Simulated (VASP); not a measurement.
Here is a VASP 6.6.1 calculation.

The input POSCAR:

```
RbBr
1.0
    0.0000000000      3.3570011165      3.3570011165
    3.3570011165      0.0000000000      3.3570011165
    3.3570011165      3.3570011165      0.0000000000
Rb Br
1 1
Direct
    0.0000000000      0.0000000000      0.0000000000
    0.5000000000      0.5000000000      0.5000000000
```

The input INCAR.step1:

```
PREC = Accurate ; ENCUT = 520
ISMEAR = 0 ; SIGMA = 0.01
LREAL = F ; LASPH = T
NELM = 80 ; NBANDS = 15
GGA = PE ; ALGO = Normal
EDIFF = 1E-4 ; LWAVE = T
LCHARG = F
```

The input INCAR.step2:

```
PREC = Accurate ; ENCUT = 520
EDIFF = 1E-7 ; ISMEAR = 0
SIGMA = 0.01 ; LREAL = F
LASPH = T ; NELM = 80
ALGO = Normal ; ISIF = 2
LWAVE = F ; LCHARG = T
METAGGA = R2SCAN ; LMIXTAU = T
LELF = T ; LVHAR = T
NBANDS = 15 ; ISTART = 1
```

File KPOINTS:

```
Automatic mesh
0
Gamma
  6 6 6
```

Potentials or basis: VASP PAW PBE potentials, release 64 (Rb_sv, Br).

Command:

```bash
$ cat potpaw_PBE.64/Rb_sv/POTCAR potpaw_PBE.64/Br/POTCAR > POTCAR
$ cp INCAR.step1 INCAR
$ mpirun -np 1 vasp_std > vasp.out
$ cp INCAR.step2 INCAR
$ mpirun -np 1 vasp_std > vasp.out
```

Question: Predict the band gap on the k mesh.

Answer: 5.14 eV.

Question: Estimate the pressure.

Answer: 1.7 GPa.

Caveat: the cell differs from its parent crystal (strain -3.0%); the PAW data sets were made with another functional, which shifts forces and pressure a little.
